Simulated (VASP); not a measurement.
# SnO (P2_1/m) in VASP: single point with PBE

Aim: the single point of SnO with PBE.

Everything below comes from runs of VASP 6.6.1. Logs are shortened: lines on timing, memory, paths and dates and some standing lists are left out, and cuts for length are marked.

**1. The cell of the first run**

The structure is monoclinic, space group P2_1/m (No. 11). The conventional cell has a = 4.022 Å, b = 4.022 Å, c = 5.072 Å, α = 90.00°, β = 90.00°, γ = 90.00°. Within 2.8 Å of Sn (site symmetry m) lie 4 O at 2.12 to 2.52 Å. Within 2.9 Å of O (site symmetry m) lie 4 Sn at 2.12 to 2.52 Å and 4 O at 2.80 to 2.88 Å.

**2. Single point, PBE (atoms displaced along a vibrational mode, the cell strained)**

INCAR reads:

```
SYSTEM = SnO
ALGO = Normal ; EDIFF = 1E-6
ENCUT = 520 ; GGA = PE
ISIF = 2 ; ISMEAR = 0
LASPH = .True. ; LCHARG = .True.
LELF = .True. ; LREAL = .False.
LVHAR = .True. ; LWAVE = .False.
NBANDS = 28 ; NELM = 80
PREC = Accurate ; SIGMA = 0.05
```

KPOINTS reads:

```
k-points
0
Gamma
  10 10 8
  0 0 0
```

POSCAR reads:

```
SnO
1.0
    4.0218442651      0.0000000000      0.0000000000
    0.0000000000      4.0218442651      0.0000000000
    0.0000000000      0.0000000000      5.0719346970
Sn O
2 2
Direct
   -0.0646469587      0.5000000000      0.2284856918
    0.5646469587      0.0000000000      0.7715143082
    0.0069648620      0.0000000000      0.0000000000
    0.4930351380      0.5000000000      0.0000000000
```

Potentials or basis: VASP PAW PBE potentials, release 64 (Sn_d, O).

Run with:

```console
> cat potpaw_PBE.64/Sn_d/POTCAR potpaw_PBE.64/O/POTCAR > POTCAR
> mpirun -np 1 vasp_std > vasp.out
```

OUTCAR:

```text
SYSTEM = SnO
   EDIFF = 1E-6
   ENCUT = 520
   GGA = PE
   ISIF = 2
   ISMEAR = 0
   LASPH = .True.
   LREAL = .False.
   NELM = 80
   PREC = Accurate

 ion  position               nearest neighbor table
   1  0.935  0.500  0.228-   4 2.12   3 2.34   3 2.34   4 2.52   2 3.41   2 3.41   2 3.72   2 3.72

   2  0.565  0.000  0.772-   3 2.12   4 2.34   4 2.34   3 2.52   1 3.41   1 3.41   1 3.72   1 3.72

   3  0.007  0.000  0.000-   2 2.12   1 2.34   1 2.34   2 2.52
   4  0.493  0.500  0.000-   1 2.12   2 2.34   2 2.34   1 2.52

  LATTYP: Found a simple tetragonal cell.
 ALAT       =     4.0218442651
 C/A-ratio  =     1.2610967414

  Lattice vectors:

 A1 = (   4.0218442651,   0.0000000000,   0.0000000000)
 A2 = (   0.0000000000,   4.0218442651,   0.0000000000)
 A3 = (   0.0000000000,   0.0000000000,   5.0719346970)

Analysis of symmetry for initial positions (statically):
=====================================================================
 Subroutine PRICEL returns:
 Original cell was already a primitive cell.

 Routine SETGRP: Setting up the symmetry group for a
 simple tetragonal supercell.

 Subroutine GETGRP returns: Found  4 space group operations
 (whereof  2 operations were pure point group operations)
 out of a pool of 16 trial point group operations.

The static configuration has the point symmetry C_1h.
 The point group associated with its full space group is C_2h.

Analysis of symmetry for dynamics (positions and initial velocities):
=====================================================================
 Subroutine PRICEL returns:
 Original cell was already a primitive cell.

 Routine SETGRP: Setting up the symmetry group for a
 simple tetragonal supercell.

 Subroutine GETGRP returns: Found  4 space group operations
 (whereof  2 operations were pure point group operations)
 out of a pool of 16 trial point group operations.

The dynamic configuration has the point symmetry C_1h.
 The point group associated with its full space group is C_2h.

 Subroutine INISYM returns: Found  4 space group operations
 (whereof  2 operations are pure point group operations),
 and found     1 'primitive' translations

----------------------------------------------------------------------------------------

                                     Primitive cell

  volume of cell :      82.0397

  direct lattice vectors                    reciprocal lattice vectors
     4.021844265  0.000000000  0.000000000     0.248642149  0.000000000  0.000000000
     0.000000000  4.021844265  0.000000000     0.000000000  0.248642149  0.000000000
     0.000000000  0.000000000  5.071934697     0.000000000  0.000000000  0.197163422

  length of vectors
     4.021844265  4.021844265  5.071934697     0.248642149  0.248642149  0.197163422

  position of ions in fractional coordinates (direct lattice)
     0.935353041  0.500000000  0.228485692
     0.564646959  0.000000000  0.771514308
     0.006964862  0.000000000  0.000000000
     0.493035138  0.500000000  0.000000000

  ion indices of the primitive-cell ions
   primitive index   ion index
                 1           1
                 2           2
                 3           3
                 4           4

----------------------------------------------------------------------------------------

 KPOINTS: k-points

Automatic generation of k-mesh.
 Grid dimensions read from file:
 generate k-points for:   10   10    8

 Generating k-lattice:

  Cartesian coordinates                     Fractional coordinates (reciprocal lattice)
     0.024864215  0.000000000  0.000000000     0.100000000  0.000000000  0.000000000
     0.000000000  0.024864215  0.000000000     0.000000000  0.100000000  0.000000000
     0.000000000  0.000000000  0.024645428     0.000000000  0.000000000  0.125000000

  Length of vectors
     0.024864215  0.024864215  0.024645428

  Shift w.r.t. Gamma in fractional coordinates (k-lattice)
     0.000000000  0.000000000  0.000000000

 Subroutine IBZKPT returns following result:
 ===========================================

 Found    252 irreducible k-points:

 Following reciprocal coordinates:
            Coordinates               Weight
  0.000000  0.000000  0.000000      1.000000
  0.100000  0.000000  0.000000      2.000000
  0.000000  0.100000  0.000000      2.000000
  0.200000  0.000000  0.000000      2.000000
  0.000000  0.200000  0.000000      2.000000
  0.300000  0.000000  0.000000      2.000000
[... 16 lines left out ...]
 -0.200000  0.300000  0.000000      4.000000
  0.400000  0.200000  0.000000      4.000000
 [... further k-points ...]
   k-points           NKPTS =    252   k-points in BZ     NKDIM =    252   number of bands    NBANDS=     28
   number of dos      NEDOS =    301   number of ions     NIONS =      4
   total plane-waves  NPLWV =  36000
   dimension x,y,z NGX =    30 NGY =   30 NGZ =   40
   dimension x,y,z NGXF=    60 NGYF=   60 NGZF=   80
   ions per type =               2   2
   NGX,Y,Z   is equivalent  to a cutoff of  12.40, 12.40, 13.11 a.u.
   NGXF,Y,Z  is equivalent  to a cutoff of  24.80, 24.80, 26.22 a.u.
 SYSTEM =  SnO
   PREC   = accura    normal or accurate (medium, high low for compatibility)
   ISTART =      0    job   : 0-new  1-cont  2-samecut
   ICHARG =      2    charge: 1-file 2-atom 10-const
   ISPIN  =      1    spin polarized calculation?
   LNONCOLLINEAR =      F non collinear calculations
   LSORBIT =      F    spin-orbit coupling
   LASPH  =      T    aspherical Exc in radial PAW
   ENCUT  =  520.0 eV  38.22 Ry    6.18 a.u.   7.48  7.48  9.43*2*pi/ulx,y,z
   NELM   =     80;   NELMIN=  2; NELMDL= -5     # of ELM steps
   EDIFF  = 0.1E-05   stopping-criterion for ELM
   LREAL  =      F    real-space projection
   EDIFFG = 0.1E-04   stopping-criterion for IOM
   NSW    =      0    number of steps for IOM
   IBRION =     -1    ionic relax: 0-MD 1-quasi-New 2-CG
   NFREE  =      0    steps in history (QN), initial steepest desc. (CG)
   ISIF   =      2    stress and relaxation
   ISYM   =      2    0-nonsym 1-usesym 2-fastsym
   POTIM  = 0.5000    time-step for ionic-motion
   TEBEG  =    0.0;   TEEND  =   0.0 temperature during run
   PSTRESS=    0.0 pullay stress
   NELECT =      40.0000    total number of electrons
   NUPDOWN=      -1.0000    fix difference up-down
   EMIN   =  10.00;   EMAX   =-10.00  energy-range for DOS
   EFERMI =   0.00;   METHOD = LEGACY
   ISMEAR =     0;   SIGMA  =   0.05  broadening in eV -4-tet -1-fermi 0-gaus
   EFERMI_NEDOS =   21; number of points for ismear=-14 and -15
   IALGO  =     38    algorithm
   IMIX   =      4    mixing-type and parameters
     AMIX     =   0.40;   BMIX     =  1.00
     AMIX_MAG =   1.60;   BMIX_MAG =  1.00
  volume/ion in A,a.u.               =      20.51       138.41
  Fermi-wavevector in a.u.,A,eV,Ry     =   1.288507  2.434925 22.589076  1.660250
  Thomas-Fermi vector in A             =   2.420457
   LORBIT       =      0    0 simple, 1 ext, 2 COOP (PROOUT), +10 PAW based schemes
   GGA     = PE    functional components
   LHFCALC =     F    Hartree Fock is set to
   AEXX    =    0.0000 exact exchange contribution
   IVDW    =     0    specifies the selected vdW correction
   LEPSILON=     F    determine dielectric tensor
   LRPA    =     F    only Hartree local field effects (RPA)
 non-spin polarized calculation
 Gauss-broadening in eV      SIGMA  =   0.05
  energy-cutoff  :      520.00
  volume of cell :       82.04
 maximum number of plane-waves:      2235
 NGX is ok and might be reduce to    30
   NGX = 15   NGY = 15   NGZ = 19

 number of electron      40.0000019 magnetization

 Free energy of the ion-electron system (eV)
  ---------------------------------------------------
  ext. energy  EPLUGINS =         0.00000000
  ---------------------------------------------------
  free energy    TOTEN  =       -22.35786281 eV

  energy without entropy =      -22.35786281  energy(sigma->0) =      -22.35786281

 E-fermi :   5.1964     XC(G=0):  -9.4239

 val. band max:        4.9453806756   @ k =   0.0000   0.1000   0.0000
 cond. band min:       5.8825704338   @ k =   0.5000   0.5000   0.0000
 fundamental gap:      0.9371897582
 Fermi energy:         5.1963967053

 k-point     1 :       0.0000    0.0000    0.0000
  band No.  band energies     occupation
      1     -16.4000      2.00000
      2     -16.1646      2.00000
      3     -16.1352      2.00000
      4     -16.0991      2.00000
      5     -16.0963      2.00000
      6     -16.0939      2.00000
[... 20 lines left out ...]
     27      12.0810      0.00000
     28      12.8833      0.00000

 k-point     2 :       0.1000    0.0000    0.0000
  band No.  band energies     occupation
      1     -16.3973      2.00000
      2     -16.1687      2.00000
      3     -16.1343      2.00000
      4     -16.1015      2.00000
      5     -16.0955      2.00000
      6     -16.0917      2.00000
[... 20 lines left out ...]
     27      12.1316      0.00000
     28      13.4294      0.00000

 k-point     3 :       0.0000    0.1000    0.0000
  band No.  band energies     occupation
      1     -16.3969      2.00000
      2     -16.1702      2.00000
      3     -16.1341      2.00000
      4     -16.1114      2.00000
      5     -16.0935      2.00000
      6     -16.0858      2.00000
[... 20 lines left out ...]
     27      12.4725      0.00000
     28      13.1918      0.00000

 k-point     4 :       0.2000    0.0000    0.0000
  band No.  band energies     occupation
      1     -16.3901      2.00000
      2     -16.1828      2.00000
      3     -16.1318      2.00000
      4     -16.1060      2.00000
      5     -16.0998      2.00000
      6     -16.0826      2.00000
[... 578 lines left out ...]
     27      13.0516      0.00000
     28      13.6713      0.00000

 k-point    23 :      -0.2000    0.3000    0.0000
  band No.  band energies     occupation
      1     -16.3714      2.00000
      2     -16.2551      2.00000
      3     -16.1217      2.00000
      4     -16.1100      2.00000
      5     -16.0894      2.00000
      6     -16.0792      2.00000
[... 20 lines left out ...]
     27      13.2123      0.00000
     28      13.6979      0.00000

 k-point    24 :       0.4000    0.2000    0.0000
  band No.  band energies     occupation
      1     -16.3707      2.00000
      2     -16.2625      2.00000
      3     -16.1245      2.00000
      4     -16.1106      2.00000
      5     -16.0871      2.00000
      6     -16.0737      2.00000
[... 20 lines left out ...]
     27      12.5671      0.00000
     28      13.5180      0.00000

 [... further k-points ...]

------------------------ aborting loop because EDIFF is reached ----------------------------------------

  FORCE on cell =-STRESS in cart. coord.  units (eV):
  Direction    XX          YY          ZZ          XY          YZ          ZX
  --------------------------------------------------------------------------------------
  -------------------------------------------------------------------------------------
  Total       -1.6283467     -3.0093571     -0.5156691      0.0000000      0.0000000      2.0501159
  in kB      -31.8004525    -58.7706042    -10.0706516      0.0000000      0.0000000     40.0373052
  external PRESSURE =     -33.5472361 kB  Pullay stress =       0.0000000 kB

 VOLUME and BASIS-vectors are now :
 -----------------------------------------------------------------------------
  energy-cutoff  :      520.00
  volume of cell :       82.04
      direct lattice vectors                 reciprocal lattice vectors
     4.021844265  0.000000000  0.000000000     0.248642149  0.000000000  0.000000000
     0.000000000  4.021844265  0.000000000     0.000000000  0.248642149  0.000000000
     0.000000000  0.000000000  5.071934697     0.000000000  0.000000000  0.197163422

 POSITION                                       TOTAL-FORCE (eV/Angst)
 -----------------------------------------------------------------------------------
      3.76184      2.01092      1.15886         0.958579      0.000000     -0.178380
      2.27092      0.00000      3.91307        -0.958579      0.000000      0.178380
      0.02801      0.00000      0.00000        -0.203303      0.000000      0.343090
      1.98291      2.01092      0.00000         0.203303      0.000000     -0.343090
 -----------------------------------------------------------------------------------
    total drift:                                0.000000      0.000000     -0.000000

  FREE ENERGIE OF THE ION-ELECTRON SYSTEM (eV)
  ---------------------------------------------------
  free  energy   TOTEN  =       -22.3578628103 eV

  energy  without entropy=      -22.3578628103  energy(sigma->0) =      -22.35786281
```

Wall time 4.5 min (1 thread of Intel Xeon Platinum 8488C (Sapphire Rapids), shared host); peak memory 0.53 GiB.

Results:

```
Free energy            : -22.3579 eV
Pressure               : -3.4 GPa
Largest force          : 0.975 eV/Å
Band gap on the k mesh : 0.94 eV (least direct gap 1.79 eV)
```

Forces in eV/Å, atoms in the order of the input:
```
Sn   0.959  0.000 -0.178
Sn  -0.959  0.000  0.178
O   -0.203  0.000  0.343
O    0.203  0.000 -0.343
```

Caveat: the cell differs from its parent crystal (atoms displaced along a vibrational mode, the cell strained); the cell stands under tension; spin-orbit coupling is left out, which moves the levels of the heavy elements. A k mesh can miss the band edges.
